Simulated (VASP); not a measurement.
# Al (I4/mmm) in VASP: a series of runs

Runs on Al. Level: PBE. Tasks: single point.

Everything below comes from runs of VASP 6.6.1. Logs are shortened: lines on timing, memory, paths and dates and some standing lists are left out, and cuts for length are marked.

### Step 1. The cell of the first run

Symmetry: I4/mmm, No. 139, tetragonal system. Conventional cell: a = 2.735 Å, b = 2.735 Å, c = 4.283 Å, α = 90.00°, β = 90.00°, γ = 90.00°. Within 3.6 Å of Al (site symmetry 4/mmm) lie 12 Al at 2.74 to 2.89 Å.

### Step 2. Single point, PBE (volume 16.025 Å^3 an atom, c/a of the conventional cell 1.5658)

INCAR reads:

```
SYSTEM = Al
  PREC = Accurate
  ENCUT = 520
  EDIFF = 1E-7
  ISMEAR = 0
  SIGMA = 0.15
  LREAL = .FALSE.
  LASPH = .TRUE.
  NELM = 100
  ALGO = Normal
  ISIF = 2
  LWAVE = .FALSE.
  LCHARG = .FALSE.
  GGA = PE
  NBANDS = 8
```

KPOINTS reads:

```
regular mesh
0
G
  22 22 22
  0 0 0
```

POSCAR reads:

```
Al
1.0
   -1.3677306712      1.3677306712      2.1415926850
    1.3677306712     -1.3677306712      2.1415926850
    1.3677306712      1.3677306712     -2.1415926850
Al
1
Direct
    0.0000000000      0.0000000000      0.0000000000
```

Potentials or basis: VASP PAW PBE potentials, release 64 (Al).

Run with:

```sh
$ cat potpaw_PBE.64/Al/POTCAR > POTCAR
$ mpirun -np 1 vasp_std > vasp.out
```

OUTCAR:

```text
SYSTEM = Al
   PREC = Accurate
   ENCUT = 520
   EDIFF = 1E-7
   ISMEAR = 0
   LREAL = .FALSE.
   LASPH = .TRUE.
   NELM = 100
   ISIF = 2
   GGA = PE

 ion  position               nearest neighbor table
   1  0.000  0.000  0.000-

  LATTYP: Found a body centered tetragonal cell.
 ALAT       =     2.7354613424
 C/A-ratio  =     1.5658000000

  Lattice vectors:

 A1 = (  -1.3677306712,   1.3677306712,   2.1415926850)
 A2 = (   1.3677306712,  -1.3677306712,   2.1415926850)
 A3 = (   1.3677306712,   1.3677306712,  -2.1415926850)

Analysis of symmetry for initial positions (statically):
=====================================================================
 Subroutine PRICEL returns:
 Original cell was already a primitive cell.

 Routine SETGRP: Setting up the symmetry group for a
 body centered tetragonal supercell.

 Subroutine GETGRP returns: Found 16 space group operations
 (whereof 16 operations were pure point group operations)
 out of a pool of 16 trial point group operations.

The static configuration has the point symmetry D_4h.

Analysis of symmetry for dynamics (positions and initial velocities):
=====================================================================
 Subroutine PRICEL returns:
 Original cell was already a primitive cell.

 Routine SETGRP: Setting up the symmetry group for a
 body centered tetragonal supercell.

 Subroutine GETGRP returns: Found 16 space group operations
 (whereof 16 operations were pure point group operations)
 out of a pool of 16 trial point group operations.

The dynamic configuration has the point symmetry D_4h.

 Subroutine INISYM returns: Found 16 space group operations
 (whereof 16 operations are pure point group operations),
 and found     1 'primitive' translations

----------------------------------------------------------------------------------------

                                     Primitive cell

  volume of cell :      16.0250

  direct lattice vectors                    reciprocal lattice vectors
    -1.367730671  1.367730671  2.141592685     0.000000000  0.365569048  0.233471100
     1.367730671 -1.367730671  2.141592685     0.365569048  0.000000000  0.233471100
     1.367730671  1.367730671 -2.141592685     0.365569048  0.365569048  0.000000000

  length of vectors
     2.885791678  2.885791678  2.885791678     0.433762013  0.433762013  0.516992706

  position of ions in fractional coordinates (direct lattice)
     0.000000000  0.000000000  0.000000000

  ion indices of the primitive-cell ions
   primitive index   ion index
                 1           1

----------------------------------------------------------------------------------------

 KPOINTS: regular mesh

Automatic generation of k-mesh.
 Grid dimensions read from file:
 generate k-points for:   22   22   22

 Generating k-lattice:

  Cartesian coordinates                     Fractional coordinates (reciprocal lattice)
     0.000000000  0.016616775  0.010612323     0.045454545  0.000000000  0.000000000
     0.016616775  0.000000000  0.010612323     0.000000000  0.045454545  0.000000000
     0.016616775  0.016616775  0.000000000     0.000000000  0.000000000  0.045454545

  Length of vectors
     0.019716455  0.019716455  0.023499668

  Shift w.r.t. Gamma in fractional coordinates (k-lattice)
     0.000000000  0.000000000  0.000000000

 Subroutine IBZKPT returns following result:
 ===========================================

 Found    834 irreducible k-points:

 Following reciprocal coordinates:
            Coordinates               Weight
  0.000000  0.000000  0.000000      1.000000
  0.045455  0.000000 -0.000000      8.000000
  0.090909  0.000000 -0.000000      8.000000
  0.136364  0.000000  0.000000      8.000000
  0.181818  0.000000 -0.000000      8.000000
  0.227273 -0.000000  0.000000      8.000000
[... 16 lines left out ...]
  0.500000  0.045455  0.000000     16.000000
 -0.454545  0.045455 -0.000000     16.000000
 [... further k-points ...]
   k-points           NKPTS =    834   k-points in BZ     NKDIM =    834   number of bands    NBANDS=      8
   number of dos      NEDOS =    301   number of ions     NIONS =      1
   total plane-waves  NPLWV =  13824
   dimension x,y,z NGX =    24 NGY =   24 NGZ =   24
   dimension x,y,z NGXF=    48 NGYF=   48 NGZF=   48
   ions per type =               1
   NGX,Y,Z   is equivalent  to a cutoff of  13.83, 13.83, 13.83 a.u.
   NGXF,Y,Z  is equivalent  to a cutoff of  27.65, 27.65, 27.65 a.u.
 SYSTEM =  Al
   PREC   = accura    normal or accurate (medium, high low for compatibility)
   ISTART =      0    job   : 0-new  1-cont  2-samecut
   ICHARG =      2    charge: 1-file 2-atom 10-const
   ISPIN  =      1    spin polarized calculation?
   LNONCOLLINEAR =      F non collinear calculations
   LSORBIT =      F    spin-orbit coupling
   LASPH  =      T    aspherical Exc in radial PAW
   ENCUT  =  520.0 eV  38.22 Ry    6.18 a.u.   5.37  5.37  5.37*2*pi/ulx,y,z
[... 113 lines left out ...]
  band No.  band energies     occupation
      1      -1.5980      2.00000
      2      12.7362      0.00000
      3      18.8576      0.00000
      4      20.2819      0.00000
      5      21.3521      0.00000
      6      23.1819      0.00000
      7      25.4932      0.00000
      8      26.7561      0.00000

 k-point     7 :       0.2727    0.0000    0.0000
  band No.  band energies     occupation
      1      -0.9729      2.00000
      2      11.0227      0.00000
      3      18.5610      0.00000
      4      20.2074      0.00000
      5      20.6453      0.00000
      6      23.1419      0.00000
      7      24.6638      0.00000
      8      27.7416      0.00000

 k-point     8 :       0.3182    0.0000   -0.0000
  band No.  band energies     occupation
      1      -0.2379      2.00000
      2       9.3908      0.00000
      3      18.3505      0.00000
      4      20.0199      0.00000
      5      20.2262      0.00000
      6      23.1827      0.00000
      7      23.8172      0.00000
      8      26.9746      0.00000

 k-point     9 :       0.3636   -0.0000    0.0000
  band No.  band energies     occupation
      1       0.6055      2.00000
      2       7.8469      1.99998
      3      18.2286      0.00000
      4      19.4844      0.00000
      5      20.3390      0.00000
      6      23.0453      0.00000
      7      23.3166      0.00000
      8      26.1953      0.00000

 k-point    10 :       0.4091    0.0000   -0.0000
  band No.  band energies     occupation
      1       1.5548      2.00000
      2       6.3959      2.00000
      3      18.1964      0.00000
      4      19.0435      0.00000
      5      20.5453      0.00000
      6      22.3636      0.00000
      7      23.5498      0.00000
      8      25.4849      0.00000
[... 78 lines left out ...]
 k-point    18 :       0.2727    0.0455   -0.0000
  band No.  band energies     occupation
      1      -0.7192      2.00000
      2      10.5814      0.00000
      3      18.4474      0.00000
      4      19.5527      0.00000
      5      20.0752      0.00000
      6      23.5242      0.00000
      7      24.3079      0.00000
      8      27.5523      0.00000

 k-point    19 :       0.3182    0.0455   -0.0000
  band No.  band energies     occupation
      1       0.0472      2.00000
      2       8.9780      0.00000
      3      18.4108      0.00000
      4      19.0022      0.00000
      5      19.9294      0.00000
      6      23.4232      0.00000
      7      23.6326      0.00000
      8      27.7142      0.00000

 k-point    20 :       0.3636    0.0455    0.0000
  band No.  band energies     occupation
      1       0.9213      2.00000
      2       7.4628      2.00000
      3      18.4511      0.00000
      4      18.5105      0.00000
      5      19.9242      0.00000
      6      22.7044      0.00000
      7      23.7533      0.00000
      8      27.0139      0.00000

 k-point    21 :       0.4091    0.0455   -0.0000
  band No.  band energies     occupation
      1       1.9003      2.00000
      2       6.0412      2.00000
      3      18.1008      0.00000
      4      18.5706      0.00000
      5      20.0376      0.00000
      6      22.0511      0.00000
      7      24.0018      0.00000
      8      26.3432      0.00000

 k-point    22 :       0.4545    0.0455    0.0000
  band No.  band energies     occupation
      1       2.9776      2.00000
      2       4.7215      2.00000
      3      17.7861      0.00000
      4      18.7625      0.00000
      5      20.2597      0.00000
      6      21.5018      0.00000
      7      24.3511      0.00000
      8      25.7493      0.00000

 k-point    23 :       0.5000    0.0455    0.0000
  band No.  band energies     occupation
      1       3.4441      2.00000
      2       4.2131      2.00000
      3      17.5660      0.00000
      4      19.0302      0.00000
      5      20.5402      0.00000
      6      21.1087      0.00000
      7      24.7920      0.00000
      8      25.2507      0.00000

 k-point    24 :      -0.4545    0.0455   -0.0000
  band No.  band energies     occupation
      1       2.3414      2.00000
      2       5.4749      2.00000
      3      17.4410      0.00000
      4      19.3754      0.00000
      5      20.5256      0.00000
      6      21.2243      0.00000
      7      24.8119      0.00000
      8      25.3604      0.00000

 [... further k-points ...]
[... 5 lines left out ...]
  --------------------------------------------------------------------------------------
  -------------------------------------------------------------------------------------
  Total        0.5423613      0.5423613     -0.1309920      0.0000000      0.0000000      0.0000000
  in kB       54.2252134     54.2252134    -13.0965581      0.0000000      0.0000000      0.0000000
  external PRESSURE =      31.7846229 kB  Pullay stress =       0.0000000 kB

 VOLUME and BASIS-vectors are now :
 -----------------------------------------------------------------------------
  energy-cutoff  :      520.00
  volume of cell :       16.02
      direct lattice vectors                 reciprocal lattice vectors
    -1.367730671  1.367730671  2.141592685     0.000000000  0.365569048  0.233471100
     1.367730671 -1.367730671  2.141592685     0.365569048  0.000000000  0.233471100
     1.367730671  1.367730671 -2.141592685     0.365569048  0.365569048  0.000000000

 POSITION                                       TOTAL-FORCE (eV/Angst)
 -----------------------------------------------------------------------------------
      0.00000      0.00000      0.00000         0.000000      0.000000     -0.000000
 -----------------------------------------------------------------------------------
    total drift:                                0.000000     -0.000000      0.000000

  FREE ENERGIE OF THE ION-ELECTRON SYSTEM (eV)
  ---------------------------------------------------
  free  energy   TOTEN  =        -3.7230502121 eV

  energy  without entropy=       -3.7187886326  energy(sigma->0) =       -3.72091942
```

Wall time 43 s (1 thread of Intel Xeon Platinum 8488C (Sapphire Rapids), shared host); peak memory 0.2 GiB.

Results:

```
Free energy : -3.7231 eV
Pressure    : 3.2 GPa
```

### Step 3. Single point, PBE (volume 16.025 Å^3 an atom, c/a of the conventional cell 1.3484)

INCAR reads:

```
ALGO     = Normal         # electronic algorithm
EDIFF    = 1E-6           # SCF threshold, eV
ENCUT    = 520            # plane-wave cutoff, eV
GGA      = PE             # functional
ISIF     = 2              # what is computed and relaxed
ISMEAR   = 0              # smearing method
LASPH    = True           # aspherical terms in the spheres
LCHARG   = False          # write CHGCAR
LREAL    = False          # projectors in reciprocal space
LWAVE    = False          # write WAVECAR
NBANDS   = 8              # bands
NELM     = 60             # most SCF steps
PREC     = Accurate       # precision mode
SIGMA    = 0.15           # smearing width, eV
```

KPOINTS reads:

```
k-points
0
Gamma
  22 22 22
```

POSCAR reads:

```
Al
1.0
   -1.4376056392      1.4376056392      1.9384674438
    1.4376056392     -1.4376056392      1.9384674438
    1.4376056392      1.4376056392     -1.9384674438
Al
1
Direct
    0.0000000000      0.0000000000      0.0000000000
```

Potentials or basis: VASP PAW PBE potentials, release 64 (Al).

Run with:

```sh
$ cat potpaw_PBE.64/Al/POTCAR > POTCAR
$ mpirun -np 1 vasp_std > vasp.out
```

Run time: 40 s. Hardware: 1 thread of Intel Xeon Platinum 8488C (Sapphire Rapids), shared host; peak memory 0.21 GiB.

Results (log left out):

- Free energy: -3.7409 eV
- Pressure: 2.5 GPa

Stress tensor (GPa, compression positive):
```
1.49 0.00 0.00
0.00 1.49 0.00
0.00 0.00 4.63
```

Levels at points of the mesh, in eV from the Fermi level:
| k point | band 1 | band 2 | band 3 | band 4 | band 5 |
| --- | --- | --- | --- | --- | --- |
| (0.00, 0.00, 0.00) | -11.34 | 12.64 | 12.64 | 13.15 | 14.40 |
| (0.50, 0.00, 0.00) | -4.71 | -4.41 | 11.06 | 11.14 | 12.05 |
| (0.50, 0.50, 0.00) | -3.23 | -1.94 | 5.48 | 5.89 | 6.21 |
| (0.50, 0.50, 0.50) | -2.50 | -0.95 | 4.90 | 5.14 | 5.14 |

### Step 4. Single point, PBE (volume 16.025 Å^3 an atom, c/a of the conventional cell 0.9280)

INCAR reads:

```
ALGO = Fast
EDIFF = 1E-6
ENCUT = 520
GGA = PE
ISIF = 2
ISMEAR = 0
LASPH = T
LCHARG = F
LREAL = F
LWAVE = F
NBANDS = 8
NELM = 80
PREC = Accurate
SIGMA = 0.15
```

KPOINTS is that of step 3.

POSCAR reads:

```
Al
1.0
   -1.6282835057      1.6282835057      1.5110470933
    1.6282835057     -1.6282835057      1.5110470933
    1.6282835057      1.6282835057     -1.5110470933
Al
1
Direct
    0.0000000000      0.0000000000      0.0000000000
```

Run with:

```sh
$ cat potpaw_PBE.64/Al/POTCAR > POTCAR
$ mpirun -np 1 vasp_std > vasp.out
```

It took 41 s on 1 thread of Intel Xeon Platinum 8488C (Sapphire Rapids), shared host; peak memory 0.19 GiB.

It converged, with:

```yaml
Free_energy: -3.6474 eV
Pressure: 4.2 GPa
```

Stress tensor (GPa, compression positive):
```
4.87 0.00 0.00
0.00 4.87 0.00
0.00 0.00 2.92
```

Levels at points of the mesh, in eV from the Fermi level:
| k point | band 1 | band 2 | band 3 | band 4 | band 5 | band 6 |
| --- | --- | --- | --- | --- | --- | --- |
| (0.00, 0.00, 0.00) | -11.33 | 12.31 | 14.16 | 14.16 | 14.59 | 14.59 |
| (0.50, 0.00, 0.00) | -4.28 | -3.62 | 7.86 | 7.97 | 9.60 | 11.44 |
| (0.50, 0.50, 0.00) | -4.66 | -4.35 | 9.47 | 9.51 | 11.49 | 12.20 |
| (0.50, 0.50, 0.50) | 1.24 | 1.24 | 2.56 | 2.94 | 3.43 | 6.43 |

### Step 5. Single point, PBE (volume 16.025 Å^3 an atom, c/a of the conventional cell 1.2513)

INCAR reads:

```
SYSTEM = Al
ALGO     = Normal         ! electronic algorithm
EDIFF    = 1E-7           ! SCF threshold, eV
ENCUT    = 520            ! plane-wave cutoff, eV
GGA      = PE             ! functional
ISIF     = 2              ! what is computed and relaxed
ISMEAR   = 0              ! smearing method
LASPH    = .TRUE.         ! aspherical terms in the spheres
LCHARG   = .FALSE.        ! write CHGCAR
LREAL    = .FALSE.        ! projectors in reciprocal space
LWAVE    = .FALSE.        ! write WAVECAR
NBANDS   = 8              ! bands
NELM     = 60             ! most SCF steps
PREC     = Accurate       ! precision mode
SIGMA    = 0.15           ! smearing width, eV
```

KPOINTS reads:

```
k-points
0
G
  22 22 22
  0 0 0
```

POSCAR reads:

```
Al
1.0
   -1.4738689424      1.4738689424      1.8442522076
    1.4738689424     -1.4738689424      1.8442522076
    1.4738689424      1.4738689424     -1.8442522076
Al
1
Direct
    0.0000000000      0.0000000000      0.0000000000
```

Run with:

```sh
$ cat potpaw_PBE.64/Al/POTCAR > POTCAR
$ mpirun -np 1 vasp_std > vasp.out
```

Wall time 43 s (1 thread of Intel Xeon Platinum 8488C (Sapphire Rapids), shared host); peak memory 0.2 GiB.

The run converged. Its results:

- Free energy: -3.7158 eV
- Pressure: 3.2 GPa

Stress tensor (GPa, compression positive):
```
1.06 0.00 0.00
0.00 1.06 0.00
0.00 0.00 7.45
```

Levels at points of the mesh, in eV from the Fermi level:
```csv
k point,band 1,band 2,band 3,band 4,band 5,band 6
"(0.00, 0.00, 0.00)",-11.31,12.58,12.58,13.85,14.38,14.77
"(0.50, 0.00, 0.00)",-4.65,-4.33,10.30,10.33,12.02,12.35
"(0.50, 0.50, 0.00)",-3.54,-2.41,5.97,6.30,7.07,10.16
"(0.50, 0.50, 0.50)",-1.59,0.15,4.29,4.29,4.38,7.89
```

### Step 6. Single point, PBE (volume 16.025 Å^3 an atom, c/a of the conventional cell 1.0776)

INCAR reads:

```
SYSTEM = Al
PREC = Accurate
ENCUT = 520
EDIFF = 1E-6
ISMEAR = 0
SIGMA = 0.15
LREAL = .False.
LASPH = .True.
NELM = 80
ALGO = Fast
ISIF = 2
LWAVE = .False.
LCHARG = .False.
GGA = PE
NBANDS = 8
```

KPOINTS reads:

```
Automatic mesh
0
Gamma
  22 22 22
  0 0 0
```

POSCAR reads:

```
Al
1.0
   -1.5491500596      1.5491500596      1.6693641042
    1.5491500596     -1.5491500596      1.6693641042
    1.5491500596      1.5491500596     -1.6693641042
Al
1
Direct
    0.0000000000      0.0000000000      0.0000000000
```

Potentials or basis: VASP PAW PBE potentials, release 64 (Al).

Run with:

```sh
$ cat potpaw_PBE.64/Al/POTCAR > POTCAR
$ mpirun -np 1 vasp_std > vasp.out
```

It took 41 s on 1 thread of Intel Xeon Platinum 8488C (Sapphire Rapids), shared host; peak memory 0.19 GiB.

It converged, with:

```yaml
Free_energy: -3.6494 eV
Pressure: 4.1 GPa
```

Stress tensor (GPa, compression positive):
```
3.00 0.00 0.00
0.00 3.00 0.00
0.00 0.00 6.42
```

Levels at points of the mesh, in eV from the Fermi level:
| k point | band 1 | band 2 | band 3 | band 4 |
| --- | --- | --- | --- | --- |
| (0.00, 0.00, 0.00) | -11.34 | 12.95 | 12.95 | 14.67 |
| (0.50, 0.00, 0.00) | -4.55 | -4.11 | 8.90 | 8.92 |
| (0.50, 0.50, 0.00) | -4.17 | -3.42 | 7.36 | 7.50 |
| (0.50, 0.50, 0.50) | 0.58 | 2.21 | 2.64 | 2.64 |

### Step 7. The runs side by side

```csv
cell,gap on the mesh (eV),pressure (GPa)
"a = 2.886 Å, angles 123.4, 123.4, 84.2°, 1 atom",none,3.2
"a = 2.809 Å, angles 118.4, 118.4, 92.7°, 1 atom",none,2.5
"a = 2.754 Å, angles 107.5, 107.5, 113.5°, 1 atom",none,4.2
"a = 2.783 Å, angles 116.0, 116.0, 97.0°, 1 atom",none,3.2
"a = 2.754 Å, angles 111.6, 111.6, 105.4°, 1 atom",none,4.1
```

Alike in all rows: task single point; level PBE; potentials or basis VASP PAW PBE potentials, release 64 (Al); no spin polarisation; k mesh 22 × 22 × 22; cutoff (eV) 520; smearing gaussian 0.15 eV.

Absolute energies hang on the potentials; compare differences alone.
